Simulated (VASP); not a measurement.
# Sn (Fmmm) in VASP: single point with PBEsol

Aim: the single point of Sn with PBEsol.

Program: VASP 6.6.1. These are calculated values, not measurements. Logs are shortened: lines on timing, memory, paths and dates and some standing lists are left out, and cuts for length are marked.

## (1) The cell of the first run

The structure is orthorhombic, space group Fmmm (No. 69). Conventional cell: a = 3.469 Å, b = 6.061 Å, c = 10.402 Å, α = 90.00°, β = 90.00°, γ = 90.00°. Within 2.3 Å of Sn (site symmetry m2m) lie 3 Sn at 1.74 to 2.16 Å.

## (2) Single point, PBEsol (C replaced by Sn, lengths x 1.497, strained)

Input file INCAR:

```
  PREC = Accurate
  ENCUT = 520
  EDIFF = 1E-6
  ISMEAR = 0
  SIGMA = 0.1
  LREAL = F
  LASPH = T
  NELM = 100
  ALGO = Normal
  ISIF = 2
  LWAVE = F
  LCHARG = T
  GGA = PS
  LELF = T
  LVHAR = T
  NBANDS = 21
```

Input file KPOINTS:

```
Automatic mesh
0
Gamma
  14 14 14
```

Input file POSCAR:

```
Sn
1.0
    0.0000000000      3.0306577971      5.2011840789
    1.7347309038      0.0000000000      5.2011840789
    1.7347309038      3.0306577971      0.0000000000
Sn
2
Direct
    0.1431627127      0.8568372873      0.1431627127
    0.8568372873      0.1431627127      0.8568372873
```

Potentials or basis: VASP PAW PBE potentials, release 64 (Sn_d).

Launch:

```sh
cat potpaw_PBE.64/Sn_d/POTCAR > POTCAR
mpirun -np 1 vasp_std > vasp.out
```

OUTCAR:

```text
PREC = Accurate
   ENCUT = 520
   EDIFF = 1E-6
   ISMEAR = 0
   LREAL = F
   LASPH = T
   NELM = 100
   ISIF = 2
   GGA = PS

 ion  position               nearest neighbor table
   1  0.143  0.857  0.143-   2 1.74   2 2.16   2 2.16
   2  0.857  0.143  0.857-   1 1.74   1 2.16   1 2.16

 -----------------------------------------------------------------------------
|                                                                             |
|           W    W    AA    RRRRR   N    N  II  N    N   GGGG   !!!           |
|           W    W   A  A   R    R  NN   N  II  NN   N  G    G  !!!           |
|           W    W  A    A  R    R  N N  N  II  N N  N  G       !!!           |
|           W WW W  AAAAAA  RRRRR   N  N N  II  N  N N  G  GGG   !            |
|           WW  WW  A    A  R   R   N   NN  II  N   NN  G    G                |
|           W    W  A    A  R    R  N    N  II  N    N   GGGG   !!!           |
|                                                                             |
|     The distance between some ions is very small. Please check the          |
|     nearest-neighbor list in the OUTCAR file.                               |
|     I HOPE YOU KNOW WHAT YOU ARE DOING!                                     |
|                                                                             |
 -----------------------------------------------------------------------------

  LATTYP: Found a face centered orthorhombic cell.
 ALAT       =     3.4694618076
 B/A-ratio  =     1.7470477931
 C/A-ratio  =     2.9982656489

  Lattice vectors:

 A1 = (   0.0000000000,   3.0306577971,   5.2011840789)
 A2 = (   1.7347309038,   0.0000000000,   5.2011840789)
 A3 = (   1.7347309038,   3.0306577971,   0.0000000000)

Analysis of symmetry for initial positions (statically):
=====================================================================
 Subroutine PRICEL returns:
 Original cell was already a primitive cell.

 Routine SETGRP: Setting up the symmetry group for a
 face centered orthorhombic supercell.

 Subroutine GETGRP returns: Found  8 space group operations
 (whereof  8 operations were pure point group operations)
 out of a pool of  8 trial point group operations.

The static configuration has the point symmetry D_2h.

Analysis of symmetry for dynamics (positions and initial velocities):
=====================================================================
 Subroutine PRICEL returns:
 Original cell was already a primitive cell.

 Routine SETGRP: Setting up the symmetry group for a
 face centered orthorhombic supercell.

[... 104 lines left out ...]
   EDIFF  = 0.1E-05   stopping-criterion for ELM
   LREAL  =      F    real-space projection
   EDIFFG = 0.1E-04   stopping-criterion for IOM
   NSW    =      0    number of steps for IOM
   IBRION =     -1    ionic relax: 0-MD 1-quasi-New 2-CG
   NFREE  =      0    steps in history (QN), initial steepest desc. (CG)
   ISIF   =      2    stress and relaxation
   ISYM   =      2    0-nonsym 1-usesym 2-fastsym
   POTIM  = 0.5000    time-step for ionic-motion
   TEBEG  =    0.0;   TEEND  =   0.0 temperature during run
   PSTRESS=    0.0 pullay stress
   NELECT =      28.0000    total number of electrons
   NUPDOWN=      -1.0000    fix difference up-down
   EMIN   =  10.00;   EMAX   =-10.00  energy-range for DOS
   EFERMI =   0.00;   METHOD = LEGACY
   ISMEAR =     0;   SIGMA  =   0.10  broadening in eV -4-tet -1-fermi 0-gaus
   EFERMI_NEDOS =   21; number of points for ismear=-14 and -15
   IALGO  =     38    algorithm
   IMIX   =      4    mixing-type and parameters
     AMIX     =   0.40;   BMIX     =  1.00
     AMIX_MAG =   1.60;   BMIX_MAG =  1.00
  volume/ion in A,a.u.               =      27.34       184.53
  Fermi-wavevector in a.u.,A,eV,Ry     =   1.309666  2.474909 23.337040  1.715224
  Thomas-Fermi vector in A             =   2.440249
   LORBIT       =      0    0 simple, 1 ext, 2 COOP (PROOUT), +10 PAW based schemes
   GGA     = PS    functional components
   LHFCALC =     F    Hartree Fock is set to
   AEXX    =    0.0000 exact exchange contribution
   IVDW    =     0    specifies the selected vdW correction
   LEPSILON=     F    determine dielectric tensor
   LRPA    =     F    only Hartree local field effects (RPA)
 non-spin polarized calculation
 Gauss-broadening in eV      SIGMA  =   0.10
  energy-cutoff  :      520.00
  volume of cell :       54.69
 maximum number of plane-waves:      1508
 NGX is ok and might be reduce to    48
   NGX = 23   NGY = 21   NGZ = 13

 number of electron      28.0000002 magnetization

 Free energy of the ion-electron system (eV)
  ---------------------------------------------------
  ext. energy  EPLUGINS =         0.00000000
  ---------------------------------------------------
  free energy    TOTEN  =        12.94835955 eV

  energy without entropy =       12.95143857  energy(sigma->0) =       12.94989906

 E-fermi :   8.5304     XC(G=0):  -9.2534

 val. band max:        8.5238075600   @ k =   0.0714  -0.0000   0.0000
 cond. band min:       8.5332018918   @ k =  -0.3571   0.5000   0.1429
 fundamental gap:      0.0093943318
 Fermi energy:         8.5304242955

 k-point     1 :       0.0000    0.0000    0.0000
  band No.  band energies     occupation
      1     -19.7110      2.00000
      2     -18.2818      2.00000
      3     -17.3885      2.00000
      4     -16.5400      2.00000
      5     -16.3944      2.00000
      6     -15.7319      2.00000
[... 565 lines left out ...]
     20      17.6604      0.00000
     21      18.1108      0.00000

 [... further k-points ...]

------------------------ aborting loop because EDIFF is reached ----------------------------------------

  FORCE on cell =-STRESS in cart. coord.  units (eV):
  Direction    XX          YY          ZZ          XY          YZ          ZX
  --------------------------------------------------------------------------------------
  -------------------------------------------------------------------------------------
  Total       40.2435532    119.3548707     -0.3201055     -0.0000000      0.0000000      0.0000000
  in kB     1178.9778990   3496.6284929     -9.3778322     -0.0000000      0.0000000      0.0000000
  external PRESSURE =    1555.4095199 kB  Pullay stress =       0.0000000 kB

 VOLUME and BASIS-vectors are now :
 -----------------------------------------------------------------------------
  energy-cutoff  :      520.00
  volume of cell :       54.69
      direct lattice vectors                 reciprocal lattice vectors
     0.000000000  3.030657797  5.201184079    -0.288229142  0.164980685  0.096131956
     1.734730904  0.000000000  5.201184079     0.288229142 -0.164980685  0.096131956
     1.734730904  3.030657797  0.000000000     0.288229142  0.164980685 -0.096131956

 POSITION                                       TOTAL-FORCE (eV/Angst)
 -----------------------------------------------------------------------------------
      1.73473      0.86775      5.20118         0.000000     38.764403      0.000000
      1.73473      5.19356      5.20118         0.000000    -38.764403      0.000000
 -----------------------------------------------------------------------------------
    total drift:                               -0.000000     -0.000000      0.000000

  FREE ENERGIE OF THE ION-ELECTRON SYSTEM (eV)
  ---------------------------------------------------
  free  energy   TOTEN  =        12.9483595537 eV

  energy  without entropy=       12.9514385653  energy(sigma->0) =       12.94989906
```

stdout:

```text
POSCAR found type information on POSCAR Sn
 POSCAR found :  1 types and       2 ions
 scaLAPACK will be used
 -----------------------------------------------------------------------------
|                                                                             |
|                                                                             |
[... 17 lines left out ...]
|     I HOPE YOU KNOW WHAT YOU ARE DOING!                                     |
|                                                                             |
 -----------------------------------------------------------------------------

 POSCAR, INCAR and KPOINTS ok, starting setup
 FFT: planning ... GRIDC
 FFT: planning ... GRID_SOFT
 FFT: planning ... GRID
 WAVECAR not read
 entering main loop
```

It took 17 min on 1 thread of Intel Xeon 8259CL, shared host; peak memory 0.52 GiB.

What came out:

```yaml
Free_energy: 12.9484 eV
Pressure: 155.5 GPa
Largest_force: 38.764 eV/Å
Band_gap_on_the_k_mesh: zero (bands 14 and 15 overlap by 3.21 eV)
```

Forces on the atoms (eV/Å):
```
Sn    0.000  38.764   0.000
Sn    0.000 -38.764   0.000
```

Stress tensor (GPa, compression positive):
```
117.90   0.00   0.00
  0.00 349.66   0.00
  0.00   0.00  -0.94
```

Levels at points of the mesh, in eV from the Fermi level:
| k point | band 12 | band 13 | band 14 | band 15 | band 16 | band 17 |
| --- | --- | --- | --- | --- | --- | --- |
| (0.00, 0.00, 0.00) | -6.00 | 0.36 | 0.85 | 2.06 | 4.28 | 5.81 |
| (0.50, 0.00, 0.00) | -10.00 | -3.05 | -2.84 | 0.44 | 2.30 | 5.56 |
| (0.50, 0.50, 0.00) | -6.62 | 0.54 | 2.01 | 4.10 | 4.21 | 5.53 |
| (0.50, 0.00, 0.50) | -10.47 | -3.71 | -1.34 | -0.40 | 3.13 | 4.35 |
| (0.00, 0.50, 0.50) | -10.42 | -3.73 | -2.08 | -1.18 | 3.01 | 6.72 |

Caveat: the cell differs from its parent crystal (C replaced by Sn, lengths x 1.497, strained); atoms lie so close that the PAW spheres overlap strongly, which falsifies energies and pressures; the cell stands under pressure; the PAW data sets were made with another functional, which shifts forces and pressure a little; spin-orbit coupling is left out, which moves the levels of the heavy elements.
